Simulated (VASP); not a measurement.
Input of a VASP 6.6.1 run:

The input INCAR:

```
  PREC = Accurate
  ENCUT = 520
  EDIFF = 1E-6
  ISMEAR = 0
  SIGMA = 0.1
  LREAL = F
  LASPH = T
  NELM = 80
  ALGO = Normal
  ISIF = 2
  LWAVE = F
  LCHARG = F
  GGA = PS
  NBANDS = 43
```

The input KPOINTS:

```
Automatic mesh
0
Gamma
  15 15 4
```

The input POSCAR:

```
AlV2C
1.0
    2.8791241487      0.0000000000      0.0000000000
   -1.4395620744      2.4933946534      0.0000000000
    0.0000000000      0.0000000000     13.0258357164
Al V C
2 4 2
Direct
    0.3333333333      0.6666666667      0.2500000000
    0.6666666667      0.3333333333      0.7500000000
    0.3333333333      0.6666666667      0.5850072631
    0.6666666667      0.3333333333      0.4149927369
    0.6666666667      0.3333333333      0.0850072631
    0.3333333333      0.6666666667      0.9149927369
    0.0000000000      0.0000000000      0.0000000000
    0.0000000000      0.0000000000      0.5000000000
```

Potentials or basis: VASP PAW PBE potentials, release 64 (Al, V_sv, C).

The run is started by

```bash
$ cat potpaw_PBE.64/Al/POTCAR potpaw_PBE.64/V_sv/POTCAR potpaw_PBE.64/C/POTCAR > POTCAR
$ mpirun -np 1 vasp_std > vasp.out
```

Question: What does it give for the pressure?

Answer: 0.4 GPa.

Question: What does it give for the band gap on the k mesh?

Answer: Zero (bands 33 and 34 overlap by 1.68 eV).

Question: Estimate the largest force.

Answer: 0.036 eV/Å.

Forces on the atoms (eV/Å):
```
Al   0.000  0.000  0.000
Al   0.000  0.000  0.000
V    0.000  0.000  0.036
V    0.000  0.000 -0.036
V    0.000  0.000  0.036
V    0.000  0.000 -0.036
C    0.000  0.000  0.000
C    0.000  0.000  0.000
```

Caveat: the PAW data sets were made with another functional, which shifts forces and pressure a little.
